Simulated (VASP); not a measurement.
# Be32H (a cell with a defect) in VASP: further runs

The runs below take Be32H (a cell with a defect) through single point, with PBE.

Everything below comes from runs of VASP 6.6.1. Logs are shortened: lines on timing, memory, paths and dates and some standing lists are left out, and cuts for length are marked.

### Step 1. The cell of the first run

The cell holds a defect, 33 atoms: a = 6.971 Å, b = 6.971 Å, c = 6.971 Å, α = 98.94°, β = 111.50°, γ = 118.57°.

### Step 2. Single point, PBE

INCAR reads:

```
PREC = Accurate ; ENCUT = 520
EDIFF = 1E-6 ; ISMEAR = 0
SIGMA = 0.1 ; LREAL = Auto
LASPH = True ; NELM = 80
ALGO = Normal ; ISIF = 2
LWAVE = False ; LCHARG = True
GGA = PE ; LELF = True
LVHAR = True ; NBANDS = 54
```

KPOINTS reads:

```
Automatic mesh
0
Gamma
  4 4 4
  0.5 0.5 0.5
```

POSCAR reads:

```
Be32H
1.0
   -5.6631533473     -1.9617738657      3.5608738295
    5.6631533473      1.9617738657      3.5608738295
   -1.1326306695      5.8853215972     -3.5608738295
Be H
32 1
Direct
    0.2083049762      0.8743305674      0.3339906526
    0.9570937694      0.4989638042      0.7082633164
    0.2085152774      0.6261465059      0.0829799973
    0.4605835394      0.5025592482      0.2090927626
    0.9587817021      0.0018546690      0.2139103911
    0.7074144749      0.6241322558      0.5830885916
    0.2085129266      0.1255517609      0.5823877234
    0.9587736709      0.7448720302      0.9569396600
    0.4559663142      0.7487423807      0.4578816161
    0.9570967483      0.2488488480      0.4581462842
    0.7004025365      0.8726799347      0.8277378937
    0.2088095242      0.3769832483      0.8318436133
    0.7103884929      0.3760960428      0.3343107356
    0.4559653053     -0.0018963346      0.7072405357
    0.7074079810      0.1243450099      0.0833007493
    0.4605775263      0.2515048501      0.9580416667
    0.7918967752      0.6258547537      0.1660590475
    0.5423067737      0.2503444397      0.5440445392
    0.7886061533      0.3717936245      0.9150959445
    0.0417606966      0.2603620016      0.0431929961
    0.5433310892      0.7506560909      0.0416749069
    0.2935521501      0.3781912249      0.4216803167
    0.7886141884      0.8735323158      0.4168370065
    0.5433278397      0.5016716348      0.7926939891
    0.0398455881      0.4996386093      0.2915048972
    0.5423141471     -0.0017209239      0.2919857065
    0.2874605276      0.6230379515      0.6644420216
    0.7880191667      0.1240847553      0.6639521923
    0.3071717924      0.1300190814      0.1771513318
    0.0398439593      0.7483592944      0.5402219878
    0.2935428481      0.8718904844      0.9153781374
    0.0417665608     -0.0014159666      0.7814380706
    0.0442459504      0.0412494813      0.0030729663
```

Potentials or basis: VASP PAW PBE potentials, release 64 (Be, H).

The run is started by

```bash
$ cat potpaw_PBE.64/Be/POTCAR potpaw_PBE.64/H/POTCAR > POTCAR
$ mpirun -np 1 vasp_std > vasp.out
```

OUTCAR:

```text
PREC = Accurate
   ENCUT = 520
   EDIFF = 1E-6
   ISMEAR = 0
   LREAL = Auto
   LASPH = True
   NELM = 80
   ISIF = 2
   GGA = PE

 ion  position               nearest neighbor table
   1  0.208  0.874  0.334-  29 2.20  30 2.20  25 2.20  17 2.21  18 2.22  26 2.22  14 2.25   9 2.25
                             3 2.26   7 2.26   5 2.27   8 2.27
   2  0.957  0.499  0.708-  27 2.20  18 2.20  28 2.20  31 2.21  19 2.21  30 2.21   8 2.23  12 2.26
                            13 2.26   3 2.26   6 2.26  10 2.27
   3  0.209  0.626  0.083-  20 2.15  31 2.19  26 2.20  21 2.22  25 2.22  19 2.23   8 2.23   1 2.26
                             2 2.26   9 2.26  12 2.27   4 2.27
   4  0.461  0.503  0.209-  23 2.18  21 2.20  17 2.20  20 2.22  29 2.22  22 2.24   6 2.26   9 2.26
                             3 2.27  13 2.27  16 2.27  12 2.28
   5  0.959  0.002  0.214-  23 2.19  21 2.20  17 2.21  22 2.22   7 2.23  10 2.23  15 2.27   1 2.27
                            20 2.27  29 2.28   8 2.33  11 2.33
   6  0.707  0.624  0.583-  22 2.20  24 2.20  23 2.20  32 2.20  18 2.21  30 2.21   4 2.26  13 2.26
                             2 2.26   8 2.27  11 2.27   9 2.27
   7  0.209  0.126  0.582-  32 2.15  22 2.19  18 2.20  24 2.22  30 2.22  23 2.23   5 2.23   1 2.26
                            10 2.26  14 2.26  12 2.27  16 2.27
   8  0.959  0.745  0.957-  19 2.19  24 2.20  17 2.21  31 2.22   3 2.23   2 2.23   6 2.27   1 2.27
                            32 2.27  29 2.28   5 2.33  11 2.33
   9  0.456  0.749  0.458-  22 2.19  23 2.20  26 2.20  25 2.21  27 2.21  28 2.21  11 2.23   1 2.25
[... 32 lines left out ...]
                            30 2.25  17 2.26  19 2.27  22 2.27
  26  0.542  0.998  0.292-   3 2.20  10 2.20   9 2.20  15 2.21  29 2.21   1 2.22  13 2.23  28 2.24
                            23 2.24  21 2.26  31 2.27  18 2.28
  27  0.287  0.623  0.664-  12 2.19  11 2.19   2 2.20  10 2.20   9 2.21  14 2.21  22 2.24  31 2.24
                            25 2.25  30 2.25  21 2.28  24 2.28
  28  0.788  0.124  0.664-   2 2.20  10 2.20  11 2.20   9 2.21  14 2.21  12 2.23  26 2.24  18 2.24
                            23 2.26  19 2.26  20 2.28  32 2.28
  29  0.307  0.130  0.177-  33 1.51  13 2.14   1 2.20  26 2.21  18 2.21  16 2.22   4 2.22   8 2.28
                             5 2.28  31 2.29  22 2.30
  30  0.040  0.748  0.540-  13 2.19   1 2.20  14 2.21   6 2.21   2 2.21  32 2.22   7 2.22  27 2.25
                            25 2.25  17 2.26  23 2.27  31 2.27
  31  0.294  0.872  0.915-  14 2.19   3 2.19  15 2.20   2 2.21   8 2.22  16 2.24  27 2.24  21 2.24
                            26 2.27  30 2.27  29 2.29  32 2.30
  32  0.042  0.999  0.781-  33 1.52   7 2.15   6 2.20  23 2.21  12 2.22  16 2.22  30 2.22   8 2.27
                            11 2.28  28 2.28  31 2.30  20 2.37
  33  0.044  0.041  0.003-  29 1.51  20 1.52  32 1.52

  LATTYP: Found a body centered orthorhombic cell.
 ALAT       =     7.1217476590
 B/A-ratio  =     1.1018496918
 C/A-ratio  =     1.2723064323

  Lattice vectors:

 A1 = (  -5.6631533473,  -1.9617738657,  -3.5608738295)
 A2 = (   1.1326306695,  -5.8853215972,   3.5608738295)
 A3 = (  -1.1326306695,   5.8853215972,   3.5608738295)

Analysis of symmetry for initial positions (statically):
[... 204 lines left out ...]
   IALGO  =     38    algorithm
   IMIX   =      4    mixing-type and parameters
     AMIX     =   0.40;   BMIX     =  1.00
     AMIX_MAG =   1.60;   BMIX_MAG =  1.00
  volume/ion in A,a.u.               =       7.67        51.78
  Fermi-wavevector in a.u.,A,eV,Ry     =   1.040474  1.966211 14.729486  1.082587
  Thomas-Fermi vector in A             =   2.175052
   LORBIT       =      0    0 simple, 1 ext, 2 COOP (PROOUT), +10 PAW based schemes
   GGA     = PE    functional components
   LHFCALC =     F    Hartree Fock is set to
   AEXX    =    0.0000 exact exchange contribution
   IVDW    =     0    specifies the selected vdW correction
   LEPSILON=     F    determine dielectric tensor
   LRPA    =     F    only Hartree local field effects (RPA)
 non-spin polarized calculation
 Gauss-broadening in eV      SIGMA  =   0.10
  energy-cutoff  :      520.00
  volume of cell :      253.19
 maximum number of plane-waves:      6846
 NGX is ok and might be reduce to    54
   NGX = 25   NGY = 25   NGZ = 25

 number of electron      65.0000000 magnetization

 Free energy of the ion-electron system (eV)
  ---------------------------------------------------
  ext. energy  EPLUGINS =         0.00000000
  ---------------------------------------------------
  free energy    TOTEN  =      -121.93858249 eV

  energy without entropy =     -121.92335679  energy(sigma->0) =     -121.93096964

 E-fermi :   7.4615     XC(G=0): -10.6426

 val. band max:        7.4414173915   @ k =  -0.1250  -0.1250   0.1250
 cond. band min:       7.4730672426   @ k =  -0.1250   0.1250   0.1250
 fundamental gap:      0.0316498510
 Fermi energy:         7.4615417526

 k-point     1 :       0.1250    0.1250    0.1250
  band No.  band energies     occupation
      1      -4.6068      2.00000
      2      -3.2168      2.00000
      3      -2.2889      2.00000
      4      -2.0588      2.00000
      5      -1.4798      2.00000
      6      -0.9531      2.00000
[... 1117 lines left out ...]
     43       8.9295      0.00000
     44       8.9777      0.00000

 [... further k-points ...]

 [bands above 44 left out]

------------------------ aborting loop because EDIFF is reached ----------------------------------------

  FORCE on cell =-STRESS in cart. coord.  units (eV):
  Direction    XX          YY          ZZ          XY          YZ          ZX
  --------------------------------------------------------------------------------------
  -------------------------------------------------------------------------------------
  Total        4.5167136      3.8224113      1.0822697     -0.6003459     -0.0080684      0.0148872
  in kB       28.5817826     24.1882349      6.8486073     -3.7989914     -0.0510567      0.0942064
  external PRESSURE =      19.8728750 kB  Pullay stress =       0.0000000 kB

 VOLUME and BASIS-vectors are now :
 -----------------------------------------------------------------------------
  energy-cutoff  :      520.00
  volume of cell :      253.19
      direct lattice vectors                 reciprocal lattice vectors
    -5.663153347 -1.961773866  3.560873830    -0.110362542  0.063717843  0.140414972
     5.663153347  1.961773866  3.560873830     0.055181271  0.095576765  0.140414972
    -1.132630669  5.885321597 -3.560873830    -0.055181271  0.159294609  0.000000000

 POSITION                                       TOTAL-FORCE (eV/Angst)
 -----------------------------------------------------------------------------------
      3.39352      3.27223      2.66583        -0.020503      0.011795      0.024245
     -3.39666      3.26961      2.66280         0.000144      0.003079      0.013456
      2.27112      1.30766      2.67664         0.013446      0.014103      0.031605
      0.00089      1.31293      2.68508        -0.002363     -0.020074      0.004059
     -5.66151     -0.61834      2.65900        -0.002488      0.010806      0.050739
     -1.13206      3.26828      2.66516        -0.004250     -0.019886      0.018755
[... 25 lines left out ...]
      4.53352      6.47607      0.92195         0.008362      0.045663      0.046087
     -0.02045      0.01221      0.29350        -0.010953      0.005824     -0.771750
 -----------------------------------------------------------------------------------
    total drift:                                0.001029     -0.000647      0.002911

  FREE ENERGIE OF THE ION-ELECTRON SYSTEM (eV)
  ---------------------------------------------------
  free  energy   TOTEN  =      -121.9385824902 eV

  energy  without entropy=     -121.9233567924  energy(sigma->0) =     -121.93096964
```

OSZICAR:

```text
N       E                     dE             d eps       ncg     rms          rms(c)
DAV:   1     0.759317101808E+02    0.75932E+02   -0.24727E+04  3456   0.102E+03
DAV:   2    -0.113287554395E+03   -0.18922E+03   -0.17362E+03  4524   0.183E+02
DAV:   3    -0.122929150894E+03   -0.96416E+01   -0.93462E+01  4338   0.340E+01
DAV:   4    -0.123079050578E+03   -0.14990E+00   -0.14903E+00  4298   0.499E+00
DAV:   5    -0.123081294761E+03   -0.22442E-02   -0.22423E-02  4210   0.451E-01    0.519E+00
DAV:   6    -0.122253234498E+03    0.82806E+00   -0.17234E-01  4356   0.236E+00    0.314E+00
DAV:   7    -0.121942028607E+03    0.31121E+00   -0.14493E-01  4004   0.217E+00    0.507E-01
DAV:   8    -0.121938831656E+03    0.31970E-02   -0.11377E-02  4260   0.446E-01    0.134E-01
DAV:   9    -0.121938557495E+03    0.27416E-03   -0.63554E-04  4124   0.929E-02    0.307E-02
DAV:  10    -0.121938575411E+03   -0.17917E-04   -0.18425E-04  4146   0.400E-02    0.923E-03
DAV:  11    -0.121938578283E+03   -0.28716E-05   -0.71802E-06  4108   0.100E-02    0.390E-03
DAV:  12    -0.121938582147E+03   -0.38638E-05   -0.17844E-06  3058   0.600E-03    0.626E-04
DAV:  13    -0.121938582490E+03   -0.34348E-06   -0.14548E-07  2362   0.166E-03
   1 F= -.12193858E+03 E0= -.12193097E+03  d E =-.152257E-01
```

stdout:

```text
POSCAR found type information on POSCAR BeH
 POSCAR found :  2 types and      33 ions
 scaLAPACK will be used
 LDA part: xc-table for (Slater+PW92), standard interpolation
 POSCAR, INCAR and KPOINTS ok, starting setup
 FFT: planning ... GRIDC
 FFT: planning ... GRID_SOFT
 FFT: planning ... GRID
 WAVECAR not read
 entering main loop
```

Run time: 10 min. Hardware: 1 thread of Intel Xeon 6975P-C (Granite Rapids), shared host; peak memory 0.54 GiB.

What came out:

```yaml
Free_energy: -121.9386 eV
Pressure: 2.0 GPa
Largest_force: 0.772 eV/Å
Band_gap_on_the_k_mesh: zero (an odd number of electrons rules out a gap without spin polarisation)
```

Forces on the atoms (eV/Å):
```
Be  -0.021  0.012  0.024
Be   0.000  0.003  0.013
Be   0.013  0.014  0.032
Be  -0.002 -0.020  0.004
Be  -0.002  0.011  0.051
Be  -0.004 -0.020  0.019
Be  -0.005 -0.019  0.032
Be  -0.010 -0.003  0.051
Be   0.003 -0.005  0.013
Be  -0.003 -0.002  0.013
Be   0.018 -0.010  0.039
Be  -0.018  0.010  0.002
Be  -0.016  0.009  0.028
Be   0.006  0.000  0.013
Be   0.015  0.014  0.019
Be   0.016  0.012  0.004
Be  -0.007  0.004  0.029
Be   0.010 -0.016  0.020
Be  -0.012  0.003  0.008
Be  -0.035 -0.030  0.046
Be  -0.001 -0.005  0.030
Be   0.001 -0.014  0.029
Be  -0.008  0.009  0.008
Be   0.003  0.003  0.030
Be  -0.014 -0.009  0.019
Be   0.019 -0.001  0.020
Be  -0.004  0.002  0.009
Be  -0.006  0.003  0.018
Be   0.055 -0.031  0.053
Be   0.000  0.016  0.019
Be   0.012  0.006  0.029
Be   0.008  0.046  0.046
H   -0.011  0.006 -0.772
```

Stress tensor (GPa, compression positive):
```
 2.86 -0.38  0.01
-0.38  2.42 -0.01
 0.01 -0.01  0.68
```

### Step 3. Single point, PBE

INCAR reads:

```
SYSTEM = Be32H
  ALGO = Normal
  EDIFF = 1E-6
  ENCUT = 520
  GGA = PE
  ISIF = 2
  ISMEAR = 0
  LASPH = .True.
  LCHARG = .True.
  LELF = .True.
  LREAL = Auto
  LVHAR = .True.
  LWAVE = .False.
  NBANDS = 54
  NELM = 80
  PREC = Accurate
  SIGMA = 0.1
```

KPOINTS is that of step 2.

POSCAR reads:

```
Be32H
1.0
   -5.6631533473     -1.9617738657      3.5608738295
    5.6631533473      1.9617738657      3.5608738295
   -1.1326306695      5.8853215972     -3.5608738295
Be H
32 1
Direct
    0.2083373034      0.8739820596      0.3343361074
    0.9592601007      0.5013317410      0.7072680430
    0.2090758524      0.6259459684      0.0833293632
    0.4621895539      0.5052011045      0.2139505961
    0.9566600283     -0.0014295864      0.2091172329
    0.7069526821      0.6239264265      0.5824136679
    0.2090757456      0.1257278561      0.5831081029
    0.9566576991      0.7475202391      0.9580709075
    0.4594213626      0.7511111658      0.4581759081
    0.9592596946      0.2519723355      0.4579085122
    0.7049806280      0.8730900711      0.8318718369
    0.2051776291      0.3773858638      0.8277743714
    0.7097775952      0.3757420784      0.3340167762
    0.4594203198      0.0012258444      0.7082912766
    0.7069523123      0.1245199178      0.0830067894
    0.4621832800      0.2482194155      0.9569711059
    0.7903263160      0.6242204782      0.1660869462
    0.5438231013      0.2517930099      0.5440739216
    0.7934276940      0.3765421929      0.9151248563
    0.0329697712      0.2514926053      0.0432420915
    0.5411396591      0.7483992717      0.0417011211
    0.2936063578      0.3781809779      0.4216961944
    0.7934278061      0.8782848617      0.4168645002
    0.5411373055      0.4994172331      0.7927198660
    0.0419850388      0.5017198154      0.2915341671
    0.5438216671     -0.0002689305      0.2920091428
    0.2915276689      0.6270374435      0.6644701785
    0.7899821101      0.1259895423      0.6639739566
    0.2972456655      0.1200542959      0.1771805297
    0.0419870411      0.7504329946      0.5402476637
    0.2936076503      0.8718859563      0.9154058352
    0.0329620664     -0.0102934353      0.7814537297
    0.2119901398      0.2089247178      0.0030222078
```

Potentials or basis: VASP PAW PBE potentials, release 64 (Be, H).

The run is started by

```bash
$ cat potpaw_PBE.64/Be/POTCAR potpaw_PBE.64/H/POTCAR > POTCAR
$ mpirun -np 1 vasp_std > vasp.out
```

Wall time 9.7 min (1 thread of AMD EPYC 9R45 (Zen 5), shared host); peak memory 0.51 GiB.

It converged, with:

* Free energy: -121.9391 eV
* Pressure: 2.0 GPa
* Largest force: 0.771 eV/Å
* Band gap on the k mesh: zero (an odd number of electrons rules out a gap without spin polarisation)

Forces on the atoms (eV/Å):
```
Be  -0.016  0.009 -0.027
Be   0.006  0.000 -0.014
Be   0.015  0.014 -0.018
Be  -0.003  0.011 -0.051
Be  -0.002 -0.020 -0.004
Be  -0.006 -0.019 -0.031
Be  -0.004 -0.020 -0.019
Be   0.016  0.012 -0.004
Be  -0.003 -0.002 -0.014
Be   0.003 -0.005 -0.014
Be  -0.018  0.011 -0.001
Be   0.018 -0.011 -0.038
Be  -0.020  0.012 -0.024
Be   0.000  0.003 -0.014
Be   0.013  0.014 -0.031
Be  -0.011 -0.003 -0.051
Be  -0.007  0.004 -0.029
Be   0.010 -0.016 -0.020
Be  -0.012  0.003 -0.008
Be  -0.036 -0.031 -0.046
Be  -0.001 -0.005 -0.030
Be   0.001 -0.013 -0.030
Be  -0.008  0.009 -0.008
Be   0.003  0.003 -0.030
Be  -0.014 -0.009 -0.018
Be   0.019  0.000 -0.020
Be  -0.004  0.002 -0.010
Be  -0.006  0.004 -0.019
Be   0.055 -0.032 -0.053
Be   0.001  0.017 -0.018
Be   0.012  0.006 -0.030
Be   0.009  0.046 -0.046
H   -0.011  0.007  0.771
```

Stress tensor (GPa, compression positive):
```
 2.86 -0.38 -0.01
-0.38  2.42  0.01
-0.01  0.01  0.69
```

Levels at points of the mesh, in eV from the Fermi level:
```tsv
k point	band 30	band 31	band 32	band 33	band 34	band 35
(0.12, 0.12, 0.12)	-1.75	-1.39	-1.27	-0.03	0.74	1.26
```

The gap in the log of VASP goes by the Fermi energy; the results here count the filled bands.